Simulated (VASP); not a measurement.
# HfB2 (P6/mmm) in VASP: single point with PBEsol

Aim: the single point of HfB2 with PBEsol.

Program: VASP 6.6.1. These are calculated values, not measurements. Logs are shortened: lines on timing, memory, paths and dates and some standing lists are left out, and cuts for length are marked.

### Step 1. The cell of the first run

It takes space group P6/mmm (No. 191, hexagonal). The conventional cell has a = 3.140 Å, b = 3.140 Å, c = 3.480 Å, α = 90.00°, β = 90.00°, γ = 120.00°. Hf (site symmetry 6/mmm) has 12 B at 2.51 Å and 6 Hf at 3.14 Å within 3.3 Å. Within 2.4 Å of B (site symmetry -6m2) lie 3 B at 1.81 Å.

### Step 2. Single point, PBEsol

The input, INCAR:

```
SYSTEM = HfB2
ALGO = Normal ; EDIFF = 1E-6
ENCUT = 500 ; GGA = PS
GGA_COMPAT = .False. ; ISIF = 2
ISMEAR = -1 ; LASPH = .True.
LCHARG = .False. ; LREAL = .False.
LWAVE = .False. ; NBANDS = 44
NELM = 120 ; PREC = Accurate
SIGMA = 0.1
```

The input, KPOINTS:

```
k-points
0
Gamma
  3 3 4
  0 0 0
```

The input, POSCAR:

```
HfB2
1.0
    6.2800002680      0.0000000000      0.0000000000
   -3.1400001340      5.4386397679      0.0000000000
    0.0000000000      0.0000000000      3.4800000000
Hf B
4 8
Direct
    0.0000000000      0.0000000000      0.0000000000
    0.0000000000      0.5000000000      0.0000000000
    0.5000000000      0.0000000000      0.0000000000
    0.5000000000      0.5000000000      0.0000000000
    0.1666666667      0.3333333333      0.5000000000
    0.3333333333      0.1666666667      0.5000000000
    0.1666666667      0.8333333333      0.5000000000
    0.3333333333      0.6666666667      0.5000000000
    0.6666666667      0.3333333333      0.5000000000
    0.8333333333      0.1666666667      0.5000000000
    0.6666666667      0.8333333333      0.5000000000
    0.8333333333      0.6666666667      0.5000000000
```

Potentials or basis: VASP PAW PBE potentials, release 64 (Hf_pv, B).

The run is started by

```sh
cat potpaw_PBE.64/Hf_pv/POTCAR potpaw_PBE.64/B/POTCAR > POTCAR
mpirun -np 1 vasp_std > vasp.out
```

OUTCAR:

```text
SYSTEM = HfB2
   EDIFF = 1E-6
   ENCUT = 500
   GGA = PS
   ISIF = 2
   ISMEAR = -1
   LASPH = .True.
   LREAL = .False.
   NELM = 120
   PREC = Accurate

 ion  position               nearest neighbor table
   1  0.000  0.000  0.000-   6 2.51  11 2.51   6 2.51  11 2.51   5 2.51   5 2.51  12 2.51  12 2.51
                             7 2.51  10 2.51   7 2.51  10 2.51   3 3.14   3 3.14   4 3.14   2 3.14
   2  0.000  0.500  0.000-   8 2.51   9 2.51   8 2.51   9 2.51   7 2.51   7 2.51  10 2.51  10 2.51
                            12 2.51   5 2.51   5 2.51  12 2.51   4 3.14   4 3.14   1 3.14   1 3.14
   3  0.500  0.000  0.000-   7 2.51  10 2.51   7 2.51  10 2.51   9 2.51   8 2.51   9 2.51   8 2.51
                            11 2.51   6 2.51   6 2.51  11 2.51   1 3.14   1 3.14   4 3.14   4 3.14
   4  0.500  0.500  0.000-   5 2.51  12 2.51   5 2.51  12 2.51  11 2.51   6 2.51  11 2.51   6 2.51
                             8 2.51   9 2.51   8 2.51   9 2.51   2 3.14   2 3.14   3 3.14   3 3.14
   5  0.167  0.333  0.500-   6 1.81  10 1.81   8 1.81   4 2.51   4 2.51   1 2.51   1 2.51   2 2.51
                             2 2.51
   6  0.333  0.167  0.500-   5 1.81   9 1.81   7 1.81   1 2.51   1 2.51   4 2.51   4 2.51   3 2.51
                             3 2.51
   7  0.167  0.833  0.500-   8 1.81  12 1.81   6 1.81   3 2.51   3 2.51   2 2.51   2 2.51   1 2.51
                             1 2.51
   8  0.333  0.667  0.500-   7 1.81  11 1.81   5 1.81   2 2.51   2 2.51   3 2.51   3 2.51   4 2.51
                             4 2.51
   9  0.667  0.333  0.500-  10 1.81   6 1.81  12 1.81   2 2.51   2 2.51   3 2.51   3 2.51   4 2.51
[... 14 lines left out ...]
 A1 = (   6.2800002680,   0.0000000000,   0.0000000000)
 A2 = (  -3.1400001340,   5.4386397679,   0.0000000000)
 A3 = (   0.0000000000,   0.0000000000,   3.4800000000)

Analysis of symmetry for initial positions (statically):
=====================================================================
 Subroutine PRICEL returns following result:

  LATTYP: Found a hexagonal cell.
 ALAT       =     3.1400001340
 C/A-ratio  =     1.1082802075

  Lattice vectors:

 A1 = (   3.1400001340,   0.0000000000,   0.0000000000)
 A2 = (  -1.5700000670,   2.7193198840,   0.0000000000)
 A3 = (   0.0000000000,   0.0000000000,   3.4800000000)

   4 primitive cells build up your supercell.

 Routine SETGRP: Setting up the symmetry group for a
 hexagonal supercell.

 Subroutine GETGRP returns: Found 24 space group operations
 (whereof 24 operations were pure point group operations)
 out of a pool of 24 trial point group operations.

The static configuration has the point symmetry D_6h.

Analysis of symmetry for dynamics (positions and initial velocities):
=====================================================================
 Subroutine PRICEL returns following result:

  LATTYP: Found a hexagonal cell.
 ALAT       =     3.1400001340
 C/A-ratio  =     1.1082802075

  Lattice vectors:

 A1 = (   3.1400001340,   0.0000000000,   0.0000000000)
 A2 = (  -1.5700000670,   2.7193198840,   0.0000000000)
 A3 = (   0.0000000000,   0.0000000000,   3.4800000000)

   4 primitive cells build up your supercell.

 Routine SETGRP: Setting up the symmetry group for a
 hexagonal supercell.

 Subroutine GETGRP returns: Found 24 space group operations
 (whereof 24 operations were pure point group operations)
 out of a pool of 24 trial point group operations.

The dynamic configuration has the point symmetry D_6h.

 Subroutine INISYM returns: Found 24 space group operations
 (whereof 24 operations are pure point group operations),
 and found     4 'primitive' translations

----------------------------------------------------------------------------------------

                                     Primitive cell

  volume of cell :      29.7146

  direct lattice vectors                    reciprocal lattice vectors
     3.140000134  0.000000000  0.000000000     0.318471324  0.183869505  0.000000000
    -1.570000067  2.719319884  0.000000000     0.000000000  0.367739009  0.000000000
     0.000000000  0.000000000  3.480000000     0.000000000  0.000000000  0.287356322

  length of vectors
     3.140000134  3.140000134  3.480000000     0.367739009  0.367739009  0.287356322

  position of ions in fractional coordinates (direct lattice)
     0.000000000  0.000000000  0.000000000
     0.333333333  0.666666667  0.500000000
     0.666666667  0.333333333  0.500000000

  ion indices of the primitive-cell ions
   primitive index   ion index
                 1           1
                 2           7
                 3          10

----------------------------------------------------------------------------------------

 KPOINTS: k-points

Automatic generation of k-mesh.
 Grid dimensions read from file:
 generate k-points for:    3    3    4

 Generating k-lattice:

  Cartesian coordinates                     Fractional coordinates (reciprocal lattice)
     0.053078554  0.030644917  0.000000000     0.333333333 -0.000000000  0.000000000
     0.000000000  0.061289835  0.000000000     0.000000000  0.333333333  0.000000000
     0.000000000  0.000000000  0.071839080     0.000000000  0.000000000  0.250000000

  Length of vectors
     0.061289835  0.061289835  0.071839080

  Shift w.r.t. Gamma in fractional coordinates (k-lattice)
     0.000000000  0.000000000  0.000000000

 Subroutine IBZKPT returns following result:
 ===========================================

 Found      9 irreducible k-points:

 Following reciprocal coordinates:
            Coordinates               Weight
  0.000000  0.000000  0.000000      1.000000
  0.333333  0.000000  0.000000      6.000000
  0.333333  0.333333  0.000000      2.000000
  0.000000  0.000000  0.250000      2.000000
  0.333333  0.000000  0.250000     12.000000
  0.333333  0.333333  0.250000      4.000000
  0.000000  0.000000  0.500000      1.000000
  0.333333  0.000000  0.500000      6.000000
  0.333333  0.333333  0.500000      2.000000
   k-points           NKPTS =      9   k-points in BZ     NKDIM =      9   number of bands    NBANDS=     44
   number of dos      NEDOS =    301   number of ions     NIONS =     12
   total plane-waves  NPLWV =  64512
   dimension x,y,z NGX =    48 NGY =   48 NGZ =   28
   dimension x,y,z NGXF=    96 NGYF=   96 NGZF=   56
   ions per type =               4   8
   NGX,Y,Z   is equivalent  to a cutoff of  12.71, 12.71, 13.38 a.u.
   NGXF,Y,Z  is equivalent  to a cutoff of  25.41, 25.41, 26.75 a.u.
 SYSTEM =  HfB2
   PREC   = accura    normal or accurate (medium, high low for compatibility)
   ISTART =      0    job   : 0-new  1-cont  2-samecut
   ICHARG =      2    charge: 1-file 2-atom 10-const
   ISPIN  =      1    spin polarized calculation?
   LNONCOLLINEAR =      F non collinear calculations
   LSORBIT =      F    spin-orbit coupling
   LASPH  =      T    aspherical Exc in radial PAW
   ENCUT  =  500.0 eV  36.75 Ry    6.06 a.u.  11.45 11.45  6.34*2*pi/ulx,y,z
   NELM   =    120;   NELMIN=  2; NELMDL= -5     # of ELM steps
   EDIFF  = 0.1E-05   stopping-criterion for ELM
   LREAL  =      F    real-space projection
   EDIFFG = 0.1E-04   stopping-criterion for IOM
   NSW    =      0    number of steps for IOM
   IBRION =     -1    ionic relax: 0-MD 1-quasi-New 2-CG
   NFREE  =      0    steps in history (QN), initial steepest desc. (CG)
   ISIF   =      2    stress and relaxation
   ISYM   =      2    0-nonsym 1-usesym 2-fastsym
   POTIM  = 0.5000    time-step for ionic-motion
   TEBEG  =    0.0;   TEEND  =   0.0 temperature during run
   PSTRESS=    0.0 pullay stress
   NELECT =      64.0000    total number of electrons
   NUPDOWN=      -1.0000    fix difference up-down
   EMIN   =  10.00;   EMAX   =-10.00  energy-range for DOS
   EFERMI =   0.00;   METHOD = LEGACY
   ISMEAR =    -1;   SIGMA  =   0.10  broadening in eV -4-tet -1-fermi 0-gaus
   EFERMI_NEDOS =   21; number of points for ismear=-14 and -15
   IALGO  =     38    algorithm
   IMIX   =      4    mixing-type and parameters
     AMIX     =   0.40;   BMIX     =  1.00
     AMIX_MAG =   1.60;   BMIX_MAG =  1.00
  volume/ion in A,a.u.               =       9.90        66.84
  Fermi-wavevector in a.u.,A,eV,Ry     =   1.331860  2.516850 24.134692  1.773850
  Thomas-Fermi vector in A             =   2.460838
   LORBIT       =      0    0 simple, 1 ext, 2 COOP (PROOUT), +10 PAW based schemes
   GGA     = PS    functional components
   LHFCALC =     F    Hartree Fock is set to
   AEXX    =    0.0000 exact exchange contribution
   IVDW    =     0    specifies the selected vdW correction
   LEPSILON=     F    determine dielectric tensor
   LRPA    =     F    only Hartree local field effects (RPA)
 non-spin polarized calculation
  energy-cutoff  :      500.00
  volume of cell :      118.86
 maximum number of plane-waves:      3042
 NGX is ok and might be reduce to    48
   NGX = 23   NGY = 23   NGZ = 13

 number of electron      63.9999990 magnetization

 Free energy of the ion-electron system (eV)
  ---------------------------------------------------
  ext. energy  EPLUGINS =         0.00000000
  ---------------------------------------------------
  free energy    TOTEN  =      -111.27054908 eV

  energy without entropy =     -111.21054455  energy(sigma->0) =     -111.24054681

 E-fermi :   7.1696     XC(G=0): -12.6818

 val. band max:        6.8392998375   @ k =   0.3333   0.0000   0.0000
 cond. band min:       7.2508793712   @ k =   0.3333   0.0000   0.0000
 fundamental gap:      0.4115795337
 Fermi energy:         7.1696375697

 k-point     1 :       0.0000    0.0000    0.0000
  band No.  band energies     occupation
      1     -23.2779      2.00000
      2     -23.2779      2.00000
      3     -23.2779      2.00000
      4     -23.0387      2.00000
      5     -22.9042      2.00000
      6     -22.9042      2.00000
[... 412 lines left out ...]
     43      12.1128      0.00000
     44      12.1128      0.00000

------------------------ aborting loop because EDIFF is reached ----------------------------------------

  FORCE on cell =-STRESS in cart. coord.  units (eV):
  Direction    XX          YY          ZZ          XY          YZ          ZX
  --------------------------------------------------------------------------------------
  -------------------------------------------------------------------------------------
  Total       -2.2413331     -2.2413331     -4.9585584      0.0000000      0.0000000      0.0000000
  in kB      -30.2125784    -30.2125784    -66.8400576      0.0000000      0.0000000      0.0000000
  external PRESSURE =     -42.4217382 kB  Pullay stress =       0.0000000 kB

 VOLUME and BASIS-vectors are now :
 -----------------------------------------------------------------------------
  energy-cutoff  :      500.00
  volume of cell :      118.86
      direct lattice vectors                 reciprocal lattice vectors
     6.280000268  0.000000000  0.000000000     0.159235662  0.091934752  0.000000000
    -3.140000134  5.438639768  0.000000000     0.000000000  0.183869505  0.000000000
     0.000000000  0.000000000  3.480000000     0.000000000  0.000000000  0.287356322

 POSITION                                       TOTAL-FORCE (eV/Angst)
 -----------------------------------------------------------------------------------
      0.00000      0.00000      0.00000        -0.000000     -0.000000      0.000000
     -1.57000      2.71932      0.00000        -0.000000     -0.000000      0.000000
      3.14000      0.00000      0.00000        -0.000000     -0.000000     -0.000000
      1.57000      2.71932      0.00000        -0.000000     -0.000000     -0.000000
      0.00000      1.81288      1.74000        -0.000000     -0.000000      0.000000
      1.57000      0.90644      1.74000        -0.000000      0.000000     -0.000000
     -1.57000      4.53220      1.74000         0.000000     -0.000000     -0.000000
     -0.00000      3.62576      1.74000         0.000000      0.000000     -0.000000
      3.14000      1.81288      1.74000        -0.000000     -0.000000      0.000000
      4.71000      0.90644      1.74000        -0.000000      0.000000     -0.000000
      1.57000      4.53220      1.74000         0.000000     -0.000000      0.000000
      3.14000      3.62576      1.74000         0.000000      0.000000      0.000000
 -----------------------------------------------------------------------------------
    total drift:                               -0.000000      0.000000      0.000000

  FREE ENERGIE OF THE ION-ELECTRON SYSTEM (eV)
  ---------------------------------------------------
  free  energy   TOTEN  =      -111.2705490757 eV

  energy  without entropy=     -111.2105445468  energy(sigma->0) =     -111.24054681
```

Wall time 28 s (1 thread of Intel Xeon 6975P-C (Granite Rapids), shared host); peak memory 0.24 GiB.

Results:

| Item | Value |
| --- | --- |
| Free energy | -111.2705 eV |
| Pressure | -4.2 GPa |
| Band gap on the k mesh | zero (bands 32 and 33 overlap by 0.59 eV) |

Stress tensor (GPa, compression positive):
```
-3.02  0.00  0.00
 0.00 -3.02  0.00
 0.00  0.00 -6.68
```

Caveat: the k points lie up to 0.45 Å⁻¹ apart, too coarse for converged energies and pressures of a metal; the PAW data sets were made with another functional, which shifts forces and pressure a little; spin-orbit coupling is left out, which moves the levels of the heavy elements.
